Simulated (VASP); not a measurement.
# Zr (Fd-3m) in VASP: notebook

Runs on Zr. Level: LDA. Tasks: single point.

Program: VASP 6.6.1. These are calculated values, not measurements. Logs are shortened: lines on timing, memory, paths and dates and some standing lists are left out, and cuts for length are marked.

### 1 The cell of the first run

It takes space group Fd-3m (No. 227, cubic). The conventional cell has a = 5.312 Å, b = 5.312 Å, c = 5.312 Å, α = 90.00°, β = 90.00°, γ = 90.00°. Zr (site symmetry -43m) has 4 Zr at 2.30 Å within 3.0 Å.

This isn't the form of Zr at room conditions, which is hcp.

### 2 Single point, LDA

INCAR reads:

```
SYSTEM = Zr
ALGO = Normal ; EDIFF = 1E-6
ENCUT = 520 ; ISIF = 2
ISMEAR = -1 ; LASPH = .True.
LCHARG = .True. ; LELF = .True.
LREAL = .False. ; LVHAR = .True.
LWAVE = .False. ; NBANDS = 19
NELM = 80 ; PREC = Accurate
SIGMA = 0.08
```

KPOINTS reads:

```
k-points
0
Gamma
  12 12 12
  0 0 0
```

POSCAR reads:

```
Zr
1.0
    0.0000000000      2.6558624167      2.6558624167
    2.6558624167      0.0000000000      2.6558624167
    2.6558624167      2.6558624167      0.0000000000
Zr
2
Direct
   -0.1250000000     -0.1250000000     -0.1250000000
    0.1250000000      0.1250000000      0.1250000000
```

Potentials or basis: VASP PAW LDA potentials, release 64 (Zr_sv).

Run with:

```bash
$ cat potpaw_LDA.64/Zr_sv/POTCAR > POTCAR
$ mpirun -np 1 vasp_std > vasp.out
```

OUTCAR:

```text
SYSTEM = Zr
   EDIFF = 1E-6
   ENCUT = 520
   ISIF = 2
   ISMEAR = -1
   LASPH = .True.
   LREAL = .False.
   NELM = 80
   PREC = Accurate

 ion  position               nearest neighbor table
   1  0.875  0.875  0.875-   2 2.30   2 2.30   2 2.30   2 2.30
   2  0.125  0.125  0.125-   1 2.30   1 2.30   1 2.30   1 2.30

  LATTYP: Found a face centered cubic cell.
 ALAT       =     5.3117248334

  Lattice vectors:

 A1 = (   0.0000000000,   2.6558624167,   2.6558624167)
 A2 = (   2.6558624167,   0.0000000000,   2.6558624167)
 A3 = (   2.6558624167,   2.6558624167,   0.0000000000)

Analysis of symmetry for initial positions (statically):
=====================================================================
 Subroutine PRICEL returns:
 Original cell was already a primitive cell.

 Routine SETGRP: Setting up the symmetry group for a
 face centered cubic supercell.

 Subroutine GETGRP returns: Found 48 space group operations
 (whereof 12 operations were pure point group operations)
 out of a pool of 48 trial point group operations.

The static configuration has the point symmetry D_3d.
 The point group associated with its full space group is O_h .

Analysis of symmetry for dynamics (positions and initial velocities):
=====================================================================
 Subroutine PRICEL returns:
 Original cell was already a primitive cell.

 Routine SETGRP: Setting up the symmetry group for a
 face centered cubic supercell.

 Subroutine GETGRP returns: Found 48 space group operations
 (whereof 12 operations were pure point group operations)
 out of a pool of 48 trial point group operations.

The dynamic configuration has the point symmetry D_3d.
 The point group associated with its full space group is O_h .

 Subroutine INISYM returns: Found 48 space group operations
 (whereof 12 operations are pure point group operations),
 and found     1 'primitive' translations

----------------------------------------------------------------------------------------

                                     Primitive cell

  volume of cell :      37.4668

  direct lattice vectors                    reciprocal lattice vectors
     0.000000000  2.655862417  2.655862417    -0.188262764  0.188262764  0.188262764
     2.655862417  0.000000000  2.655862417     0.188262764 -0.188262764  0.188262764
     2.655862417  2.655862417  0.000000000     0.188262764  0.188262764 -0.188262764

  length of vectors
     3.755956649  3.755956649  3.755956649     0.326080673  0.326080673  0.326080673

  position of ions in fractional coordinates (direct lattice)
     0.875000000  0.875000000  0.875000000
     0.125000000  0.125000000  0.125000000

  ion indices of the primitive-cell ions
   primitive index   ion index
                 1           1
                 2           2

----------------------------------------------------------------------------------------

 KPOINTS: k-points

Automatic generation of k-mesh.
 Grid dimensions read from file:
 generate k-points for:   12   12   12

 Generating k-lattice:

  Cartesian coordinates                     Fractional coordinates (reciprocal lattice)
    -0.015688564  0.015688564  0.015688564     0.083333333  0.000000000  0.000000000
     0.015688564 -0.015688564  0.015688564     0.000000000  0.083333333  0.000000000
     0.015688564  0.015688564 -0.015688564     0.000000000  0.000000000  0.083333333

  Length of vectors
     0.027173389  0.027173389  0.027173389

  Shift w.r.t. Gamma in fractional coordinates (k-lattice)
     0.000000000  0.000000000  0.000000000

 Subroutine IBZKPT returns following result:
 ===========================================

 Found     72 irreducible k-points:

 Following reciprocal coordinates:
            Coordinates               Weight
  0.000000  0.000000  0.000000      1.000000
  0.083333  0.000000  0.000000      8.000000
  0.166667  0.000000  0.000000      8.000000
  0.250000  0.000000  0.000000      8.000000
  0.333333  0.000000  0.000000      8.000000
  0.416667  0.000000  0.000000      8.000000
[... 16 lines left out ...]
  0.500000  0.166667  0.000000     24.000000
 -0.416667  0.166667  0.000000     24.000000
 [... further k-points ...]
   k-points           NKPTS =     72   k-points in BZ     NKDIM =     72   number of bands    NBANDS=     19
   number of dos      NEDOS =    301   number of ions     NIONS =      2
   total plane-waves  NPLWV =  21952
   dimension x,y,z NGX =    28 NGY =   28 NGZ =   28
   dimension x,y,z NGXF=    56 NGYF=   56 NGZF=   56
   ions per type =               2
   NGX,Y,Z   is equivalent  to a cutoff of  12.39, 12.39, 12.39 a.u.
   NGXF,Y,Z  is equivalent  to a cutoff of  24.79, 24.79, 24.79 a.u.
 SYSTEM =  Zr
   PREC   = accura    normal or accurate (medium, high low for compatibility)
   ISTART =      0    job   : 0-new  1-cont  2-samecut
   ICHARG =      2    charge: 1-file 2-atom 10-const
   ISPIN  =      1    spin polarized calculation?
   LNONCOLLINEAR =      F non collinear calculations
   LSORBIT =      F    spin-orbit coupling
   LASPH  =      T    aspherical Exc in radial PAW
   ENCUT  =  520.0 eV  38.22 Ry    6.18 a.u.   6.98  6.98  6.98*2*pi/ulx,y,z
   NELM   =     80;   NELMIN=  2; NELMDL= -5     # of ELM steps
   EDIFF  = 0.1E-05   stopping-criterion for ELM
   LREAL  =      F    real-space projection
   EDIFFG = 0.1E-04   stopping-criterion for IOM
   NSW    =      0    number of steps for IOM
   IBRION =     -1    ionic relax: 0-MD 1-quasi-New 2-CG
   NFREE  =      0    steps in history (QN), initial steepest desc. (CG)
   ISIF   =      2    stress and relaxation
   ISYM   =      2    0-nonsym 1-usesym 2-fastsym
   POTIM  = 0.5000    time-step for ionic-motion
   TEBEG  =    0.0;   TEEND  =   0.0 temperature during run
   PSTRESS=    0.0 pullay stress
   NELECT =      24.0000    total number of electrons
   NUPDOWN=      -1.0000    fix difference up-down
   EMIN   =  10.00;   EMAX   =-10.00  energy-range for DOS
   EFERMI =   0.00;   METHOD = LEGACY
   ISMEAR =    -1;   SIGMA  =   0.08  broadening in eV -4-tet -1-fermi 0-gaus
   EFERMI_NEDOS =   21; number of points for ismear=-14 and -15
   IALGO  =     38    algorithm
   IMIX   =      4    mixing-type and parameters
     AMIX     =   0.40;   BMIX     =  1.00
     AMIX_MAG =   1.60;   BMIX_MAG =  1.00
  volume/ion in A,a.u.               =      18.73       126.42
  Fermi-wavevector in a.u.,A,eV,Ry     =   1.411225  2.666829 27.096774  1.991557
  Thomas-Fermi vector in A             =   2.533098
   LORBIT       =      0    0 simple, 1 ext, 2 COOP (PROOUT), +10 PAW based schemes
   GGA     = CA    functional components
   LHFCALC =     F    Hartree Fock is set to
   AEXX    =    0.0000 exact exchange contribution
   IVDW    =     0    specifies the selected vdW correction
   LEPSILON=     F    determine dielectric tensor
   LRPA    =     F    only Hartree local field effects (RPA)
 non-spin polarized calculation
  energy-cutoff  :      520.00
  volume of cell :       37.47
 maximum number of plane-waves:      1036
   NGX = 13   NGY = 13   NGZ = 13

 number of electron      24.0000001 magnetization

 Free energy of the ion-electron system (eV)
  ---------------------------------------------------
  ext. energy  EPLUGINS =         0.00000000
  ---------------------------------------------------
  free energy    TOTEN  =       -12.39873821 eV

  energy without entropy =      -12.33473445  energy(sigma->0) =      -12.36673633

 E-fermi :  11.1007     XC(G=0): -11.9817

 val. band max:       11.0928426168   @ k =   0.4167   0.1667   0.0833
 cond. band min:      11.1026418421   @ k =  -0.0833   0.0833   0.0000
 fundamental gap:      0.0097992253
 Fermi energy:        11.1007122705

 k-point     1 :       0.0000    0.0000    0.0000
  band No.  band energies     occupation
      1     -38.4690      2.00000
      2     -35.8179      2.00000
      3     -17.1361      2.00000
      4     -17.1361      2.00000
      5     -17.1361      2.00000
      6     -14.2897      2.00000
[... 11 lines left out ...]
     18      19.9848      0.00000
     19      19.9848      0.00000

 k-point     2 :       0.0833    0.0000    0.0000
  band No.  band energies     occupation
      1     -38.4397      2.00000
      2     -35.8577      2.00000
      3     -17.1668      2.00000
      4     -17.1668      2.00000
      5     -17.1377      2.00000
      6     -14.2690      2.00000
[... 11 lines left out ...]
     18      19.9208      0.00000
     19      19.9208      0.00000

 k-point     3 :       0.1667    0.0000    0.0000
  band No.  band energies     occupation
      1     -38.3549      2.00000
      2     -35.9711      2.00000
      3     -17.2468      2.00000
      4     -17.2468      2.00000
      5     -17.1454      2.00000
      6     -14.2069      2.00000
[... 11 lines left out ...]
     18      19.7412      0.00000
     19      19.7412      0.00000

 k-point     4 :       0.2500    0.0000    0.0000
  band No.  band energies     occupation
      1     -38.2249      2.00000
      2     -36.1396      2.00000
      3     -17.3479      2.00000
      4     -17.3479      2.00000
      5     -17.1634      2.00000
      6     -14.1097      2.00000
[... 11 lines left out ...]
     18      19.4615      0.00000
     19      19.4615      0.00000

 k-point     5 :       0.3333    0.0000    0.0000
  band No.  band energies     occupation
      1     -38.0710      2.00000
      2     -36.3317      2.00000
      3     -17.4414      2.00000
      4     -17.4414      2.00000
      5     -17.1891      2.00000
      6     -13.9990      2.00000
[... 11 lines left out ...]
     18      19.0738      0.00000
     19      19.0738      0.00000
[... 334 lines left out ...]
      2     -36.3309      2.00000
      3     -17.6248      2.00000
      4     -17.5716      2.00000
      5     -16.7316      2.00000
      6     -14.5467      2.00000
[... 11 lines left out ...]
     18      17.4522      0.00000
     19      19.8918      0.00000

 k-point    22 :       0.4167    0.1667    0.0000
  band No.  band energies     occupation
      1     -37.9154      2.00000
      2     -36.5181      2.00000
      3     -17.7514      2.00000
      4     -17.6275      2.00000
      5     -16.6848      2.00000
      6     -14.5132      2.00000
[... 11 lines left out ...]
     18      17.3368      0.00000
     19      19.2357      0.00000

 k-point    23 :       0.5000    0.1667    0.0000
  band No.  band energies     occupation
      1     -37.7931      2.00000
      2     -36.6596      2.00000
      3     -17.8431      2.00000
      4     -17.6392      2.00000
      5     -16.6714      2.00000
      6     -14.4618      2.00000
[... 11 lines left out ...]
     18      18.0337      0.00000
     19      18.3194      0.00000

 k-point    24 :      -0.4167    0.1667    0.0000
  band No.  band energies     occupation
      1     -37.7752      2.00000
      2     -36.6800      2.00000
      3     -17.8781      2.00000
      4     -17.6047      2.00000
      5     -16.6934      2.00000
      6     -14.4132      2.00000
[... 11 lines left out ...]
     18      17.1830      0.00000
     19      18.5193      0.00000

 [... further k-points ...]

------------------------ aborting loop because EDIFF is reached ----------------------------------------

  FORCE on cell =-STRESS in cart. coord.  units (eV):
  Direction    XX          YY          ZZ          XY          YZ          ZX
  --------------------------------------------------------------------------------------
  -------------------------------------------------------------------------------------
  Total        9.1559356      9.1559356      9.1559356      0.0000000      0.0000000      0.0000000
  in kB      391.5313999    391.5313999    391.5313999      0.0000000      0.0000000      0.0000000
  external PRESSURE =     391.5313999 kB  Pullay stress =       0.0000000 kB

 VOLUME and BASIS-vectors are now :
 -----------------------------------------------------------------------------
  energy-cutoff  :      520.00
  volume of cell :       37.47
      direct lattice vectors                 reciprocal lattice vectors
     0.000000000  2.655862417  2.655862417    -0.188262764  0.188262764  0.188262764
     2.655862417  0.000000000  2.655862417     0.188262764 -0.188262764  0.188262764
     2.655862417  2.655862417  0.000000000     0.188262764  0.188262764 -0.188262764

 POSITION                                       TOTAL-FORCE (eV/Angst)
 -----------------------------------------------------------------------------------
      4.64776      4.64776      4.64776         0.000000     -0.000000      0.000000
      0.66397      0.66397      0.66397        -0.000000      0.000000     -0.000000
 -----------------------------------------------------------------------------------
    total drift:                                0.000000     -0.000000     -0.000000

  FREE ENERGIE OF THE ION-ELECTRON SYSTEM (eV)
  ---------------------------------------------------
  free  energy   TOTEN  =       -12.3987382136 eV

  energy  without entropy=      -12.3347344511  energy(sigma->0) =      -12.36673633
```

It took 51 s on 1 thread of Intel Xeon 8259CL, shared host; peak memory 0.17 GiB.

Results:

| Property | Result |
| --- | --- |
| Free energy | -12.3987 eV |
| Pressure | 39.2 GPa |
| Band gap on the k mesh | zero (bands 12 and 13 overlap by 1.96 eV) |

Caveat: the cell stands under pressure.

### 3 Single point, LDA

INCAR reads:

```
PREC = Accurate
ENCUT = 520
EDIFF = 1E-6
ISMEAR = -1
SIGMA = 0.08
LREAL = F
LASPH = T
NELM = 60
ALGO = Normal
ISIF = 2
LWAVE = F
LCHARG = T
LELF = T
LVHAR = T
NBANDS = 19
```

KPOINTS reads:

```
regular mesh
0
Gamma
  12 12 12
```

POSCAR reads:

```
Zr
1.0
    0.0000000000      2.6564292486      2.6564292486
    2.6564292486      0.0000000000      2.6564292486
    2.6564292486      2.6564292486      0.0000000000
Zr
2
Direct
   -0.1250000000     -0.1250000000     -0.1250000000
    0.1250000000      0.1250000000      0.1250000000
```

Potentials or basis: VASP PAW LDA potentials, release 64 (Zr_sv).

Run with:

```bash
$ cat potpaw_LDA.64/Zr_sv/POTCAR > POTCAR
$ mpirun -np 1 vasp_std > vasp.out
```

OUTCAR:

```text
PREC = Accurate
   ENCUT = 520
   EDIFF = 1E-6
   ISMEAR = -1
   LREAL = F
   LASPH = T
   NELM = 60
   ISIF = 2

 ion  position               nearest neighbor table
   1  0.875  0.875  0.875-   2 2.30   2 2.30   2 2.30   2 2.30
   2  0.125  0.125  0.125-   1 2.30   1 2.30   1 2.30   1 2.30

  LATTYP: Found a face centered cubic cell.
 ALAT       =     5.3128584972

  Lattice vectors:

 A1 = (   0.0000000000,   2.6564292486,   2.6564292486)
 A2 = (   2.6564292486,   0.0000000000,   2.6564292486)
 A3 = (   2.6564292486,   2.6564292486,   0.0000000000)

Analysis of symmetry for initial positions (statically):
=====================================================================
 Subroutine PRICEL returns:
 Original cell was already a primitive cell.

 Routine SETGRP: Setting up the symmetry group for a
 face centered cubic supercell.

 Subroutine GETGRP returns: Found 48 space group operations
 (whereof 12 operations were pure point group operations)
 out of a pool of 48 trial point group operations.

The static configuration has the point symmetry D_3d.
 The point group associated with its full space group is O_h .

Analysis of symmetry for dynamics (positions and initial velocities):
[... 158 lines left out ...]

 E-fermi :  11.0917     XC(G=0): -11.9786

 val. band max:       11.0835523080   @ k =   0.4167   0.1667   0.0833
 cond. band min:      11.0936268522   @ k =  -0.0833   0.0833   0.0000
 fundamental gap:      0.0100745442
 Fermi energy:        11.0917475263

 k-point     1 :       0.0000    0.0000    0.0000
  band No.  band energies     occupation
      1     -38.4753      2.00000
      2     -35.8288      2.00000
      3     -17.1425      2.00000
      4     -17.1425      2.00000
      5     -17.1425      2.00000
      6     -14.2993      2.00000
[... 505 lines left out ...]
      6     -14.4232      2.00000
[... 11 lines left out ...]
     18      17.1709      0.00000
     19      18.5061      0.00000

 [... further k-points ...]

------------------------ aborting loop because EDIFF is reached ----------------------------------------

  FORCE on cell =-STRESS in cart. coord.  units (eV):
  Direction    XX          YY          ZZ          XY          YZ          ZX
  --------------------------------------------------------------------------------------
  -------------------------------------------------------------------------------------
  Total        9.1301714      9.1301714      9.1301714      0.0000000     -0.0000000      0.0000000
  in kB      390.1797769    390.1797769    390.1797769      0.0000000     -0.0000000      0.0000000
  external PRESSURE =     390.1797769 kB  Pullay stress =       0.0000000 kB

 VOLUME and BASIS-vectors are now :
 -----------------------------------------------------------------------------
  energy-cutoff  :      520.00
  volume of cell :       37.49
      direct lattice vectors                 reciprocal lattice vectors
     0.000000000  2.656429249  2.656429249    -0.188222593  0.188222593  0.188222593
     2.656429249  0.000000000  2.656429249     0.188222593 -0.188222593  0.188222593
     2.656429249  2.656429249  0.000000000     0.188222593  0.188222593 -0.188222593

 POSITION                                       TOTAL-FORCE (eV/Angst)
 -----------------------------------------------------------------------------------
      4.64875      4.64875      4.64875        -0.000000     -0.000000     -0.000000
      0.66411      0.66411      0.66411         0.000000      0.000000      0.000000
 -----------------------------------------------------------------------------------
    total drift:                                0.000000     -0.000000     -0.000000

  FREE ENERGIE OF THE ION-ELECTRON SYSTEM (eV)
  ---------------------------------------------------
  free  energy   TOTEN  =       -12.4046109424 eV

  energy  without entropy=      -12.3405755253  energy(sigma->0) =      -12.37259323
```

stdout:

```text
POSCAR found type information on POSCAR Zr
 POSCAR found :  1 types and       2 ions
 scaLAPACK will be used
 LDA part: xc-table for (Slater(with rela. corr.)+CA(PZ))
 , standard interpolation
 POSCAR, INCAR and KPOINTS ok, starting setup
 FFT: planning ... GRIDC
 FFT: planning ... GRID_SOFT
 FFT: planning ... GRID
 WAVECAR not read
 entering main loop
```

Run time: 54 s. Hardware: 1 thread of Intel Xeon 8259CL, shared host; peak memory 0.17 GiB.

What came out:

```
Free energy            : -12.4046 eV
Pressure               : 39.0 GPa
Band gap on the k mesh : zero (bands 12 and 13 overlap by 1.95 eV)
```

Caveat: the cell stands under pressure.
